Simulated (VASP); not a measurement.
# Bi (P6_3/mmc) in VASP: relaxation of cell and atoms with PBE

Aim: the relaxation of cell and atoms of Bi with PBE.

Everything below comes from runs of VASP 6.6.1. Logs are shortened: lines on timing, memory, paths and dates and some standing lists are left out, and cuts for length are marked.

## (1) The cell of the first run

The structure is hexagonal, space group P6_3/mmc (No. 194). Conventional cell: a = 4.537 Å, b = 4.537 Å, c = 5.200 Å, α = 90.00°, β = 90.00°, γ = 120.00°. Within 4.8 Å of Bi (site symmetry -6m2) lie 12 Bi at 3.69 to 4.54 Å.

## (2) Relaxation of cell and atoms, PBE

INCAR reads:

```
SYSTEM = Bi
ALGO     = Fast           ! electronic algorithm
EDIFF    = 1E-6           ! SCF threshold, eV
EDIFFG   = -0.02          ! ionic threshold
ENCUT    = 600            ! plane-wave cutoff, eV
GGA      = PE             ! functional
IBRION   = 2              ! ionic algorithm
ISIF     = 3              ! what is computed and relaxed
ISMEAR   = 0              ! smearing method
LASPH    = .True.         ! aspherical terms in the spheres
LCHARG   = .False.        ! write CHGCAR
LREAL    = .False.        ! projectors in reciprocal space
LWAVE    = .False.        ! write WAVECAR
NELM     = 60             ! most SCF steps
NSW      = 90             ! ionic steps
PREC     = Accurate       ! precision mode
SIGMA    = 0.1            ! smearing width, eV
```

KPOINTS reads:

```
k-points
0
Gamma
  12 12 8
  0 0 0
```

POSCAR reads:

```
Bi
1.0
    4.5367400000      0.0000000000      0.0000000000
   -2.2683700000      3.9289320904      0.0000000000
    0.0000000000      0.0000000000      5.1998300000
Bi
2
Direct
    0.3333333333      0.6666666667      0.2500000000
    0.6666666667      0.3333333333      0.7500000000
```

Potentials or basis: VASP PAW PBE potentials, release 64 (Bi_d).

Run with:

```console
> cat potpaw_PBE.64/Bi_d/POTCAR > POTCAR
> mpirun -np 1 vasp_std > vasp.out
```

OUTCAR:

```text
SYSTEM = Bi
   EDIFF = 1E-6
   EDIFFG = -0.02
   ENCUT = 600
   GGA = PE
   IBRION = 2
   ISIF = 3
   ISMEAR = 0
   LASPH = .True.
   LREAL = .False.
   NELM = 60
   NSW = 90
   PREC = Accurate

 ion  position               nearest neighbor table
   1  0.333  0.667  0.250-   2 3.69   2 3.69   2 3.69   2 3.69   2 3.69   2 3.69
   2  0.667  0.333  0.750-   1 3.69   1 3.69   1 3.69   1 3.69   1 3.69   1 3.69

  LATTYP: Found a hexagonal cell.
 ALAT       =     4.5367400000
 C/A-ratio  =     1.1461600180

  Lattice vectors:

 A1 = (   4.5367400000,   0.0000000000,   0.0000000000)
 A2 = (  -2.2683700000,   3.9289320904,   0.0000000000)
 A3 = (   0.0000000000,   0.0000000000,   5.1998300000)

Analysis of symmetry for initial positions (statically):
=====================================================================
 Subroutine PRICEL returns:
 Original cell was already a primitive cell.

 Routine SETGRP: Setting up the symmetry group for a
 hexagonal supercell.

 Subroutine GETGRP returns: Found 24 space group operations
 (whereof 12 operations were pure point group operations)
 out of a pool of 24 trial point group operations.

The static configuration has the point symmetry D_3d.
 The point group associated with its full space group is D_6h.

Analysis of symmetry for dynamics (positions and initial velocities):
=====================================================================
 Subroutine PRICEL returns:
 Original cell was already a primitive cell.

 Routine SETGRP: Setting up the symmetry group for a
 hexagonal supercell.

 Subroutine GETGRP returns: Found 24 space group operations
 (whereof 12 operations were pure point group operations)
 out of a pool of 24 trial point group operations.

The dynamic configuration has the point symmetry D_3d.
 The point group associated with its full space group is D_6h.

 Subroutine INISYM returns: Found 24 space group operations
 (whereof 12 operations are pure point group operations),
 and found     1 'primitive' translations

----------------------------------------------------------------------------------------

                                     Primitive cell

  volume of cell :      92.6846

  direct lattice vectors                    reciprocal lattice vectors
     4.536740000  0.000000000  0.000000000     0.220422594  0.127261044  0.000000000
    -2.268370000  3.928932090  0.000000000     0.000000000  0.254522088  0.000000000
     0.000000000  0.000000000  5.199830000     0.000000000  0.000000000  0.192313979

  length of vectors
     4.536740000  4.536740000  5.199830000     0.254522088  0.254522088  0.192313979

  position of ions in fractional coordinates (direct lattice)
     0.333333333  0.666666667  0.250000000
     0.666666667  0.333333333  0.750000000

  ion indices of the primitive-cell ions
   primitive index   ion index
                 1           1
                 2           2

----------------------------------------------------------------------------------------

 KPOINTS: k-points

Automatic generation of k-mesh.
 Grid dimensions read from file:
 generate k-points for:   12   12    8

 Generating k-lattice:

  Cartesian coordinates                     Fractional coordinates (reciprocal lattice)
     0.018368550  0.010605087  0.000000000     0.083333333 -0.000000000  0.000000000
     0.000000000  0.021210174  0.000000000     0.000000000  0.083333333  0.000000000
     0.000000000  0.000000000  0.024039247     0.000000000  0.000000000  0.125000000

  Length of vectors
     0.021210174  0.021210174  0.024039247

  Shift w.r.t. Gamma in fractional coordinates (k-lattice)
     0.000000000  0.000000000  0.000000000

 Subroutine IBZKPT returns following result:
 ===========================================

 Found     95 irreducible k-points:

 Following reciprocal coordinates:
            Coordinates               Weight
  0.000000  0.000000  0.000000      1.000000
  0.083333  0.000000  0.000000      6.000000
  0.166667 -0.000000  0.000000      6.000000
  0.250000  0.000000  0.000000      6.000000
  0.333333 -0.000000  0.000000      6.000000
  0.416667 -0.000000  0.000000      6.000000
[... 16 lines left out ...]
  0.250000  0.000000  0.125000     12.000000
  0.333333 -0.000000  0.125000     12.000000
 [... further k-points ...]
   k-points           NKPTS =     95   k-points in BZ     NKDIM =     95   number of bands    NBANDS=     19
   number of dos      NEDOS =    301   number of ions     NIONS =      2
   total plane-waves  NPLWV =  54432
   dimension x,y,z NGX =    36 NGY =   36 NGZ =   42
   dimension x,y,z NGXF=    72 NGYF=   72 NGZF=   84
   ions per type =               2
   NGX,Y,Z   is equivalent  to a cutoff of  13.19, 13.19, 13.43 a.u.
   NGXF,Y,Z  is equivalent  to a cutoff of  26.38, 26.38, 26.86 a.u.
 SYSTEM =  Bi
   PREC   = accura    normal or accurate (medium, high low for compatibility)
   ISTART =      0    job   : 0-new  1-cont  2-samecut
   ICHARG =      2    charge: 1-file 2-atom 10-const
   ISPIN  =      1    spin polarized calculation?
   LNONCOLLINEAR =      F non collinear calculations
   LSORBIT =      F    spin-orbit coupling
   LASPH  =      T    aspherical Exc in radial PAW
   ENCUT  =  600.0 eV  44.10 Ry    6.64 a.u.   9.06  9.06 10.39*2*pi/ulx,y,z
   NELM   =     60;   NELMIN=  2; NELMDL= -5     # of ELM steps
   EDIFF  = 0.1E-05   stopping-criterion for ELM
   LREAL  =      F    real-space projection
   EDIFFG = -.2E-01   stopping-criterion for IOM
   NSW    =     90    number of steps for IOM
   IBRION =      2    ionic relax: 0-MD 1-quasi-New 2-CG
   NFREE  =      1    steps in history (QN), initial steepest desc. (CG)
   ISIF   =      3    stress and relaxation
   ISYM   =      2    0-nonsym 1-usesym 2-fastsym
   POTIM  = 0.5000    time-step for ionic-motion
   TEBEG  =    0.0;   TEEND  =   0.0 temperature during run
   PSTRESS=    0.0 pullay stress
   NELECT =      30.0000    total number of electrons
   NUPDOWN=      -1.0000    fix difference up-down
   EMIN   =  10.00;   EMAX   =-10.00  energy-range for DOS
   EFERMI =   0.00;   METHOD = LEGACY
   ISMEAR =     0;   SIGMA  =   0.10  broadening in eV -4-tet -1-fermi 0-gaus
   EFERMI_NEDOS =   21; number of points for ismear=-14 and -15
   IALGO  =     68    algorithm
   IMIX   =      4    mixing-type and parameters
     AMIX     =   0.40;   BMIX     =  1.00
     AMIX_MAG =   1.60;   BMIX_MAG =  1.00
  volume/ion in A,a.u.               =      46.34       312.73
  Fermi-wavevector in a.u.,A,eV,Ry     =   1.124034  2.124116 17.190310  1.263452
  Thomas-Fermi vector in A             =   2.260703
   LORBIT       =      0    0 simple, 1 ext, 2 COOP (PROOUT), +10 PAW based schemes
   GGA     = PE    functional components
   LHFCALC =     F    Hartree Fock is set to
   AEXX    =    0.0000 exact exchange contribution
   IVDW    =     0    specifies the selected vdW correction
   LEPSILON=     F    determine dielectric tensor
   LRPA    =     F    only Hartree local field effects (RPA)
 conjugate gradient relaxation of ions
 non-spin polarized calculation
 RMM-DIIS sequential band-by-band and
 Gauss-broadening in eV      SIGMA  =   0.10
  energy-cutoff  :      600.00
  volume of cell :       92.68
 maximum number of plane-waves:      3117
   NGX = 19   NGY = 19   NGZ = 21

--------------------------------------- Ionic step        1  -------------------------------------------

 number of electron      29.9999993 magnetization

 Free energy of the ion-electron system (eV)
  ---------------------------------------------------
  ext. energy  EPLUGINS =         0.00000000
  ---------------------------------------------------
  free energy    TOTEN  =        -6.70179488 eV

  energy without entropy =       -6.69151422  energy(sigma->0) =       -6.69665455

 E-fermi :   3.6627     XC(G=0):  -8.4405

 val. band max:        3.6513125600   @ k =   0.1667  -0.0000   0.2500
 cond. band min:       3.6866456601   @ k =   0.3333   0.1667   0.1250
 fundamental gap:      0.0353331000
 Fermi energy:         3.6627235992

 k-point     1 :       0.0000    0.0000    0.0000
  band No.  band energies     occupation
      1     -19.1114      2.00000
      2     -19.1114      2.00000
      3     -19.0953      2.00000
      4     -19.0813      2.00000
      5     -19.0813      2.00000
      6     -19.0808      2.00000
[... 11 lines left out ...]
     18       7.4517      0.00000
     19       7.7775      0.00000
[... 489 lines left out ...]
      3     -19.0993      2.00000
      4     -19.0854      2.00000
      5     -19.0843      2.00000
      6     -19.0667      2.00000
[... 11 lines left out ...]
     18       6.0274      0.00000
     19       8.3841      0.00000

 [... further k-points ...]
[... 5 lines left out ...]
  --------------------------------------------------------------------------------------
  -------------------------------------------------------------------------------------
  Total       -3.3145177     -3.3145177     -5.7276490      0.0000000     -0.0000000     -0.0000000
  in kB      -57.2958756    -57.2958756    -99.0100823      0.0000000     -0.0000000     -0.0000000
  external PRESSURE =     -71.2006112 kB  Pullay stress =       0.0000000 kB
[... 237 lines left out ...]
  energy  without entropy=       -7.5462037240  energy(sigma->0) =       -7.54917850

--------------------------------------- Ionic step        8  -------------------------------------------

 number of electron      29.9999992 magnetization

 Free energy of the ion-electron system (eV)
  ---------------------------------------------------
  ext. energy  EPLUGINS =         0.00000000
  ---------------------------------------------------
  free energy    TOTEN  =        -7.55681012 eV

  energy without entropy =       -7.55062128  energy(sigma->0) =       -7.55371570

 E-fermi :   6.3799     XC(G=0):  -9.5713

 val. band max:        6.3773814456   @ k =   0.4167  -0.0000   0.5000
 cond. band min:       6.3973400829   @ k =   0.3333   0.2500   0.0000
 fundamental gap:      0.0199586373
 Fermi energy:         6.3798700171

 k-point     1 :       0.0000    0.0000    0.0000
  band No.  band energies     occupation
      1     -16.5016      2.00000
      2     -16.5016      2.00000
      3     -16.4803      2.00000
      4     -16.3944      2.00000
      5     -16.3944      2.00000
      6     -16.3846      2.00000
[... 11 lines left out ...]
     18      10.1231      0.00000
     19      11.7427      0.00000
[... 489 lines left out ...]
      3     -16.4606      2.00000
      4     -16.4207      2.00000
      5     -16.4064      2.00000
      6     -16.3712      2.00000
[... 11 lines left out ...]
     18       9.9558      0.00000
     19      11.8167      0.00000

 [... further k-points ...]
[... 5 lines left out ...]
  --------------------------------------------------------------------------------------
  -------------------------------------------------------------------------------------
  Total       -0.0067094     -0.0067094      0.0051330      0.0000000     -0.0000000      0.0000000
  in kB       -0.1526619     -0.1526619      0.1167922      0.0000000     -0.0000000      0.0000000
  external PRESSURE =      -0.0628438 kB  Pullay stress =       0.0000000 kB
[... 17 lines left out ...]
  FREE ENERGIE OF THE ION-ELECTRON SYSTEM (eV)
  ---------------------------------------------------
  free  energy   TOTEN  =        -7.5568101232 eV

  energy  without entropy=       -7.5506212775  energy(sigma->0) =       -7.55371570

 reached required accuracy - stopping structural energy minimisation
```

It took 8.3 min on 1 thread of Intel Xeon Platinum 8559C (Emerald Rapids), shared host; peak memory 0.35 GiB.

Results:

| Item | Value |
| --- | --- |
| Free energy | -7.5568 eV |
| Relaxed volume | 35.21 Å³/atom |
| Relaxed cell | a = 4.380 Å, b = 4.380 Å, c = 4.238 Å, α = 90.00°, β = 90.00°, γ = 120.00° |
| Space group after relaxing (to 0.05 Å) | P6_3/mmc (No. 194) |
| Energy gained by relaxing | 427.5 meV/atom |
| Ionic steps | 8 |
| Pressure after relaxing | 0.0 GPa |
| Band gap on the k mesh | zero (band 15 reaches 7.23 eV, above the bottom of band 16 at 4.63 eV) |

The path:
| step | energy change (eV) | largest force (eV/Å) | pressure (GPa) | volume (Å³) |
| --- | --- | --- | --- | --- |
| 1 | 0.0000 | 0.0000 | -7.12 | 92.68 |
| 2 | -0.8084 | 0.0000 | 0.62 | 67.62 |
| 3 | -0.8087 | 0.0000 | 0.38 | 67.96 |
| 4 | -0.8295 | 0.0000 | 0.44 | 68.33 |
| 5 | -0.8506 | 0.0000 | 0.72 | 68.89 |
| 6 | -0.8517 | 0.0000 | 0.86 | 69.06 |
| 7 | -0.8504 | 0.0000 | -0.93 | 72.06 |
| 8 | -0.8550 | 0.0000 | -0.01 | 70.42 |

Final structure:
```cif
data_structure
_symmetry_space_group_name_H-M 'P 1'
_symmetry_Int_Tables_number 1
_cell_length_a 4.3801
_cell_length_b 4.3801
_cell_length_c 4.2381
_cell_angle_alpha 90.000
_cell_angle_beta 90.000
_cell_angle_gamma 120.000
_cell_volume 70.42
loop_
_atom_site_label
_atom_site_type_symbol
_atom_site_fract_x
_atom_site_fract_y
_atom_site_fract_z
_atom_site_occupancy
Bi1 Bi 0.33333 0.66667 0.25000 1
Bi2 Bi 0.66667 0.33333 0.75000 1
```

Levels at points of the mesh, in eV from the Fermi level:
```
           k point  band 11  band 12  band 13  band 14  band 15  band 16  band 17  band 18  band 19
(0.00, 0.00, 0.00)   -13.03    -7.92    -2.27    -0.94    -0.94     2.14     2.14     3.74     5.36
(0.50, 0.00, 0.00)   -11.53   -10.07    -2.43    -2.41    -0.42     1.24     1.54     3.90     4.36
(0.00, 0.00, 0.50)   -11.10   -11.10     0.07     0.07     0.85     0.85     0.85     0.85     7.14
(0.50, 0.00, 0.50)   -10.32   -10.32    -4.23    -4.23    -0.05    -0.05     2.08     2.08     9.22
```

Caveat: the volume moved by over 15 % at a fixed basis, so the end points are rough; spin-orbit coupling is left out, which moves the levels of the heavy elements; the volume moved by -24 % from the deposited cell, more than functionals usually miss.
